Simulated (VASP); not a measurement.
Here is a VASP 6.6.1 calculation.

INCAR

```
SYSTEM = Au
PREC     = Accurate       ! precision mode
ENCUT    = 520            ! plane-wave cutoff, eV
EDIFF    = 1E-7           ! SCF threshold, eV
ISMEAR   = 0              ! smearing method
SIGMA    = 0.024          ! smearing width, eV
LREAL    = .FALSE.        ! projectors in reciprocal space
LASPH    = .TRUE.         ! aspherical terms in the spheres
NELM     = 80             ! most SCF steps
ALGO     = Normal         ! electronic algorithm
ISIF     = 2              ! what is computed and relaxed
LWAVE    = .FALSE.        ! write WAVECAR
LCHARG   = .FALSE.        ! write CHGCAR
GGA      = PE             ! functional
NBANDS   = 12             ! bands
```

Contents of KPOINTS:

```
Automatic mesh
0
G
  10 10 10
  0 0 0
```

File POSCAR:

```
Au
1.0
    2.7484100000      0.0000000000      0.0000000000
    0.0000000000      2.7484100000      0.0000000000
    0.0000000000      0.0000000000      2.7484100000
Au
1
Direct
    0.5000000000      0.5000000000      0.5000000000
```

Potentials or basis: VASP PAW PBE potentials, release 64 (Au).

Launch:

```console
$ cat potpaw_PBE.64/Au/POTCAR > POTCAR
$ mpirun -np 1 vasp_std > vasp.out
```

Predict the pressure.

0.1 GPa.
